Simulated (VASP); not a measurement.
# AgO2 (Pnnm) in VASP: further runs

AgO2 is run at these levels: PBE; tasks: single point.

Everything below comes from runs of VASP 6.6.1. Logs are shortened: lines on timing, memory, paths and dates and some standing lists are left out, and cuts for length are marked.

**1. The cell of the first run**

Symmetry: Pnnm, No. 58, orthorhombic system. The conventional cell has a = 4.072 Å, b = 5.107 Å, c = 3.346 Å, α = 90.00°, β = 90.00°, γ = 90.00°. Within 2.9 Å of Ag (site symmetry 2/m) lie 6 O at 2.20 to 2.27 Å. O (site symmetry m) has 1 O at 1.39 Å within 1.9 Å.

**2. Single point, PBE (11.60 Å³/atom)**

The input, INCAR:

```
ALGO = Normal
EDIFF = 1E-7
ENCUT = 520
GGA = PE
ISIF = 2
ISMEAR = 0
LASPH = True
LCHARG = True
LELF = True
LREAL = False
LVHAR = True
LWAVE = False
NBANDS = 32
NELM = 80
PREC = Accurate
SIGMA = 0.1
```

The input, KPOINTS:

```
k-points
0
Gamma
  8 6 10
```

The input, POSCAR:

```
AgO2
1.0
    4.0717210645      0.0000000000      0.0000000000
    0.0000000000      5.1072352204      0.0000000000
    0.0000000000      0.0000000000      3.3460387101
Ag O
2 4
Direct
    0.0000000000      0.0000000000      0.0000000000
    0.5000000000      0.5000000000      0.5000000000
    0.8640032349      0.5821286802      0.0000000000
    0.1359967651      0.4178713198      0.0000000000
    0.3640032349      0.9178713198      0.5000000000
    0.6359967651      0.0821286802      0.5000000000
```

Potentials or basis: VASP PAW PBE potentials, release 64 (Ag, O).

Run with:

```bash
cat potpaw_PBE.64/Ag/POTCAR potpaw_PBE.64/O/POTCAR > POTCAR
mpirun -np 1 vasp_std > vasp.out
```

OUTCAR:

```text
EDIFF = 1E-7
   ENCUT = 520
   GGA = PE
   ISIF = 2
   ISMEAR = 0
   LASPH = True
   LREAL = False
   NELM = 80
   PREC = Accurate

 ion  position               nearest neighbor table
   1  0.000  0.000  0.000-   3 2.20   4 2.20   5 2.27   6 2.27   5 2.27   6 2.27
   2  0.500  0.500  0.500-   5 2.20   6 2.20   3 2.27   4 2.27   3 2.27   4 2.27
   3  0.864  0.582  0.000-   4 1.39   1 2.20   2 2.27   2 2.27
   4  0.136  0.418  0.000-   3 1.39   1 2.20   2 2.27   2 2.27
   5  0.364  0.918  0.500-   6 1.39   2 2.20   1 2.27   1 2.27
   6  0.636  0.082  0.500-   5 1.39   2 2.20   1 2.27   1 2.27

  LATTYP: Found a simple orthorhombic cell.
 ALAT       =     3.3460387101
 B/A-ratio  =     1.2168780511
 C/A-ratio  =     1.5263527003

  Lattice vectors:

 A1 = (   0.0000000000,   0.0000000000,   3.3460387101)
 A2 = (   4.0717210645,   0.0000000000,   0.0000000000)
 A3 = (   0.0000000000,   5.1072352204,   0.0000000000)

Analysis of symmetry for initial positions (statically):
=====================================================================
 Subroutine PRICEL returns:
 Original cell was already a primitive cell.

 Routine SETGRP: Setting up the symmetry group for a
 simple orthorhombic supercell.

 Subroutine GETGRP returns: Found  8 space group operations
 (whereof  4 operations were pure point group operations)
 out of a pool of  8 trial point group operations.

The static configuration has the point symmetry C_2h.
 The point group associated with its full space group is D_2h.

Analysis of symmetry for dynamics (positions and initial velocities):
=====================================================================
 Subroutine PRICEL returns:
 Original cell was already a primitive cell.

 Routine SETGRP: Setting up the symmetry group for a
 simple orthorhombic supercell.

 Subroutine GETGRP returns: Found  8 space group operations
 (whereof  4 operations were pure point group operations)
 out of a pool of  8 trial point group operations.

The dynamic configuration has the point symmetry C_2h.
 The point group associated with its full space group is D_2h.

 Subroutine INISYM returns: Found  8 space group operations
 (whereof  4 operations are pure point group operations),
 and found     1 'primitive' translations

----------------------------------------------------------------------------------------

                                     Primitive cell

[... 99 lines left out ...]
   LREAL  =      F    real-space projection
   EDIFFG = 0.1E-05   stopping-criterion for IOM
   NSW    =      0    number of steps for IOM
   IBRION =     -1    ionic relax: 0-MD 1-quasi-New 2-CG
   NFREE  =      0    steps in history (QN), initial steepest desc. (CG)
   ISIF   =      2    stress and relaxation
   ISYM   =      2    0-nonsym 1-usesym 2-fastsym
   POTIM  = 0.5000    time-step for ionic-motion
   TEBEG  =    0.0;   TEEND  =   0.0 temperature during run
   PSTRESS=    0.0 pullay stress
   NELECT =      46.0000    total number of electrons
   NUPDOWN=      -1.0000    fix difference up-down
   EMIN   =  10.00;   EMAX   =-10.00  energy-range for DOS
   EFERMI =   0.00;   METHOD = LEGACY
   ISMEAR =     0;   SIGMA  =   0.10  broadening in eV -4-tet -1-fermi 0-gaus
   EFERMI_NEDOS =   21; number of points for ismear=-14 and -15
   IALGO  =     38    algorithm
   IMIX   =      4    mixing-type and parameters
     AMIX     =   0.40;   BMIX     =  1.00
     AMIX_MAG =   1.60;   BMIX_MAG =  1.00
  volume/ion in A,a.u.               =      11.60        78.26
  Fermi-wavevector in a.u.,A,eV,Ry     =   1.426141  2.695016 27.672596  2.033878
  Thomas-Fermi vector in A             =   2.546450
   LORBIT       =      0    0 simple, 1 ext, 2 COOP (PROOUT), +10 PAW based schemes
   GGA     = PE    functional components
   LHFCALC =     F    Hartree Fock is set to
   AEXX    =    0.0000 exact exchange contribution
   IVDW    =     0    specifies the selected vdW correction
   LEPSILON=     F    determine dielectric tensor
   LRPA    =     F    only Hartree local field effects (RPA)
 non-spin polarized calculation
 Gauss-broadening in eV      SIGMA  =   0.10
  energy-cutoff  :      520.00
  volume of cell :       69.58
 maximum number of plane-waves:      1896
   NGX = 15   NGY = 19   NGZ = 13

 number of electron      45.9999988 magnetization

 Free energy of the ion-electron system (eV)
  ---------------------------------------------------
  ext. energy  EPLUGINS =         0.00000000
  ---------------------------------------------------
  free energy    TOTEN  =       -24.76432025 eV

  energy without entropy =      -24.74873731  energy(sigma->0) =      -24.75652878

 E-fermi :   5.6045     XC(G=0): -11.2354

 val. band max:        5.5887052804   @ k =   0.0000   0.0000   0.4000
 cond. band min:       5.6068434246   @ k =   0.3750   0.3333   0.5000
 fundamental gap:      0.0181381441
 Fermi energy:         5.6044930319

 k-point     1 :       0.0000    0.0000    0.0000
  band No.  band energies     occupation
      1     -18.2480      2.00000
      2     -17.9599      2.00000
      3     -10.2944      2.00000
      4     -10.1845      2.00000
      5      -3.0300      2.00000
      6      -3.0142      2.00000
[... 829 lines left out ...]
     31      15.1194      0.00000
     32      15.8622      0.00000

 [... further k-points ...]

------------------------ aborting loop because EDIFF is reached ----------------------------------------

  FORCE on cell =-STRESS in cart. coord.  units (eV):
  Direction    XX          YY          ZZ          XY          YZ          ZX
  --------------------------------------------------------------------------------------
  -------------------------------------------------------------------------------------
  Total        6.4830528      6.2544933      5.9567465     -0.0000000      0.0000000      0.0000000
  in kB      149.2778250    144.0150482    137.1591729     -0.0000000      0.0000000      0.0000000
  external PRESSURE =     143.4840154 kB  Pullay stress =       0.0000000 kB

 VOLUME and BASIS-vectors are now :
 -----------------------------------------------------------------------------
  energy-cutoff  :      520.00
  volume of cell :       69.58
      direct lattice vectors                 reciprocal lattice vectors
     4.071721065  0.000000000  0.000000000     0.245596391  0.000000000  0.000000000
     0.000000000  5.107235220  0.000000000     0.000000000  0.195800655  0.000000000
     0.000000000  0.000000000  3.346038710     0.000000000  0.000000000  0.298860858

 POSITION                                       TOTAL-FORCE (eV/Angst)
 -----------------------------------------------------------------------------------
      0.00000      0.00000      0.00000         0.000000      0.000000      0.000000
      2.03586      2.55362      1.67302         0.000000      0.000000      0.000000
      3.51798      2.97307      0.00000        -0.236192      0.180223     -0.000000
      0.55374      2.13417      0.00000         0.236192     -0.180223      0.000000
      1.48212      4.68778      1.67302        -0.236192     -0.180223      0.000000
      2.58960      0.41945      1.67302         0.236192      0.180223     -0.000000
 -----------------------------------------------------------------------------------
    total drift:                               -0.000000      0.000000      0.000000

  FREE ENERGIE OF THE ION-ELECTRON SYSTEM (eV)
  ---------------------------------------------------
  free  energy   TOTEN  =       -24.7643202520 eV

  energy  without entropy=      -24.7487373096  energy(sigma->0) =      -24.75652878
```

OSZICAR:

```text
N       E                     dE             d eps       ncg     rms          rms(c)
DAV:   1     0.346714593774E+03    0.34671E+03   -0.24769E+04  7704   0.142E+03
DAV:   2    -0.740904100065E+01   -0.35412E+03   -0.33430E+03  8840   0.352E+02
DAV:   3    -0.277237954121E+02   -0.20315E+02   -0.20009E+02  9192   0.887E+01
DAV:   4    -0.278931143753E+02   -0.16932E+00   -0.16925E+00  7992   0.879E+00
DAV:   5    -0.278942604933E+02   -0.11461E-02   -0.11461E-02  9032   0.699E-01    0.177E+01
DAV:   6    -0.251916819933E+02    0.27026E+01   -0.94510E+00  8800   0.333E+01    0.148E+01
DAV:   7    -0.248148577567E+02    0.37682E+00   -0.19910E+00  7952   0.148E+01    0.783E+00
DAV:   8    -0.247760679487E+02    0.38790E-01   -0.41792E-01  7896   0.496E+00    0.129E+00
DAV:   9    -0.247641913807E+02    0.11877E-01   -0.42471E-02  8384   0.230E+00    0.341E-01
DAV:  10    -0.247642765796E+02   -0.85199E-04   -0.11367E-02  8568   0.666E-01    0.103E-01
DAV:  11    -0.247643059999E+02   -0.29420E-04   -0.59990E-04  8440   0.169E-01    0.560E-02
DAV:  12    -0.247643105872E+02   -0.45873E-05   -0.64670E-05  8688   0.888E-02    0.130E-02
DAV:  13    -0.247643198670E+02   -0.92798E-05   -0.16277E-05  8320   0.283E-02    0.489E-03
DAV:  14    -0.247643201774E+02   -0.31042E-06   -0.18604E-06  8896   0.117E-02    0.124E-03
DAV:  15    -0.247643202520E+02   -0.74600E-07   -0.23592E-07  6216   0.421E-03
   1 F= -.24764320E+02 E0= -.24756529E+02  d E =-.155829E-01
```

Wall time 4.8 min (1 thread of Oxide Virtual Turin-like, shared host); peak memory 0.29 GiB.

Results:

```
Free energy            : -24.7643 eV
Pressure               : 14.3 GPa
Largest force          : 0.297 eV/Å
Band gap on the k mesh : zero (bands 23 and 24 overlap by 2.50 eV)
```

Forces on the atoms (eV/Å):
```
Ag   0.000  0.000  0.000
Ag   0.000  0.000  0.000
O   -0.236  0.180  0.000
O    0.236 -0.180  0.000
O   -0.236 -0.180  0.000
O    0.236  0.180  0.000
```

Stress tensor (GPa, compression positive):
```
14.93  0.00  0.00
 0.00 14.40  0.00
 0.00  0.00 13.72
```

Levels at points of the mesh, in eV from the Fermi level:
```csv
k point,band 19,band 20,band 21,band 22,band 23,band 24,band 25,band 26,band 27,band 28
"(0.00, 0.00, 0.00)",-3.23,-2.93,-1.45,0.67,0.67,1.12,2.56,3.96,4.36,7.16
"(0.50, 0.00, 0.00)",-1.76,-1.76,-1.22,-1.22,-0.31,-0.31,2.80,2.80,6.74,6.74
"(0.00, 0.50, 0.00)",-2.80,-2.80,-0.89,-0.89,0.49,0.49,2.96,2.96,5.99,5.99
"(0.50, 0.50, 0.00)",-1.85,-1.85,-1.66,-1.66,-1.58,-1.58,3.80,3.80,5.32,5.32
"(0.00, 0.00, 0.50)",-2.08,-2.08,-1.67,-1.67,-0.43,-0.43,4.72,4.72,5.84,5.84
"(0.50, 0.00, 0.50)",-2.79,-2.79,-1.33,-1.33,0.92,0.92,3.86,3.86,7.14,7.14
"(0.00, 0.50, 0.50)",-2.45,-2.45,-2.09,-2.09,-1.36,-1.36,4.86,4.86,7.13,7.13
"(0.50, 0.50, 0.50)",-2.87,-2.87,-0.62,-0.62,-0.28,-0.28,3.75,3.75,7.64,7.64
```

Caveat: the cell stands under pressure.

**3. Single point, PBE (11.99 Å³/atom)**

This run uses another cell than the first one, of 11.99 Å³/atom.

The input, INCAR:

```
ALGO = Normal
EDIFF = 1E-6
ENCUT = 520
GGA = PE
ISIF = 2
ISMEAR = 0
LASPH = T
LCHARG = F
LREAL = F
LWAVE = F
NBANDS = 32
NELM = 60
PREC = Accurate
SIGMA = 0.1
```

KPOINTS is that of step 2.

The input, POSCAR:

```
AgO2
1.0
    4.0950265710      0.0000000000      0.0000000000
    0.0000000000      5.1520135932      0.0000000000
    0.0000000000      0.0000000000      3.4105139947
Ag O
2 4
Direct
    0.0000000000      0.0000000000      0.0000000000
    0.5000000000      0.5000000000      0.5000000000
    0.8641408309      0.5809706747      0.0000000000
    0.1358591691      0.4190293253      0.0000000000
    0.3641408309      0.9190293253      0.5000000000
    0.6358591691      0.0809706747      0.5000000000
```

Potentials or basis: VASP PAW PBE potentials, release 64 (Ag, O).

Run with:

```bash
cat potpaw_PBE.64/Ag/POTCAR potpaw_PBE.64/O/POTCAR > POTCAR
mpirun -np 1 vasp_std > vasp.out
```

Wall time 4.1 min (1 thread of Oxide Virtual Turin-like, shared host); peak memory 0.3 GiB.

It converged, with:

| Property | Result |
| --- | --- |
| Free energy | -24.9369 eV |
| Pressure | 9.7 GPa |
| Largest force | 0.301 eV/Å |
| Band gap on the k mesh | zero (bands 23 and 24 overlap by 2.35 eV) |

Forces on the atoms (eV/Å):
```
Ag   0.000  0.000  0.000
Ag   0.000  0.000  0.000
O   -0.242  0.180  0.000
O    0.242 -0.180  0.000
O   -0.242 -0.180  0.000
O    0.242  0.180  0.000
```

Stress tensor (GPa, compression positive):
```
10.20  0.00  0.00
 0.00  9.78  0.00
 0.00  0.00  9.08
```

Levels at points of the mesh, in eV from the Fermi level:
| k point | band 21 | band 22 | band 23 | band 24 | band 25 | band 26 |
| --- | --- | --- | --- | --- | --- | --- |
| (0.00, 0.00, 0.00) | -1.45 | 0.65 | 0.65 | 1.06 | 2.45 | 4.05 |
| (0.50, 0.00, 0.00) | -1.14 | -1.14 | -0.30 | -0.30 | 2.79 | 2.79 |
| (0.00, 0.50, 0.00) | -0.87 | -0.87 | 0.48 | 0.48 | 2.95 | 2.95 |
| (0.50, 0.50, 0.00) | -1.67 | -1.67 | -1.47 | -1.47 | 3.76 | 3.76 |
| (0.00, 0.00, 0.50) | -1.54 | -1.54 | -0.43 | -0.43 | 4.79 | 4.79 |
| (0.50, 0.00, 0.50) | -1.37 | -1.37 | 0.88 | 0.88 | 3.92 | 3.92 |
| (0.00, 0.50, 0.50) | -1.92 | -1.92 | -1.40 | -1.40 | 4.85 | 4.85 |
| (0.50, 0.50, 0.50) | -0.62 | -0.62 | -0.31 | -0.31 | 3.81 | 3.81 |

Caveat: the cell stands under pressure.
